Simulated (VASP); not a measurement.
A run of VASP 6.6.1 is set up as follows.

The input INCAR:

```
PREC = Accurate
ENCUT = 520
EDIFF = 1E-7
ISMEAR = 0
SIGMA = 0.01
LREAL = F
LASPH = T
NELM = 80
ALGO = Normal
ISIF = 2
LWAVE = F
LCHARG = F
GGA = PS
NBANDS = 28
```

KPOINTS

```
regular mesh
0
Gamma
  4 4 4
```

The input POSCAR:

```
PbSe
1.0
    2.1548770000     -6.1339470000      0.0000000000
    2.1548770000      6.1339470000      0.0000000000
    0.0000000000      0.0000000000      4.4504940000
Pb Se
2 2
Direct
    0.6317610000      0.3682390000      0.7500000000
    0.3682390000      0.6317610000      0.2500000000
    0.8612900000      0.1387100000      0.7500000000
    0.1387100000      0.8612900000      0.2500000000
```

Potentials or basis: VASP PAW PBE potentials, release 64 (Pb_d, Se).

The run is started by

```bash
$ cat potpaw_PBE.64/Pb_d/POTCAR potpaw_PBE.64/Se/POTCAR > POTCAR
$ mpirun -np 1 vasp_std > vasp.out
```

**Question.** Estimate the band gap on the k mesh.

**Answer.** 1.15 eV, indirect (least direct gap 1.39 eV).

**Question.** What does it give for the pressure?

**Answer.** -1.9 GPa.

**Question.** Predict the largest force.

**Answer.** 0.017 eV/Å.

Forces on the atoms (eV/Å):
```
Pb   0.000 -0.017  0.000
Pb   0.000  0.017  0.000
Se   0.000  0.004  0.000
Se   0.000 -0.004  0.000
```

Caveat: the PAW data sets were made with another functional, which shifts forces and pressure a little; spin-orbit coupling is left out, which moves the levels of the heavy elements. A k mesh can miss the band edges.
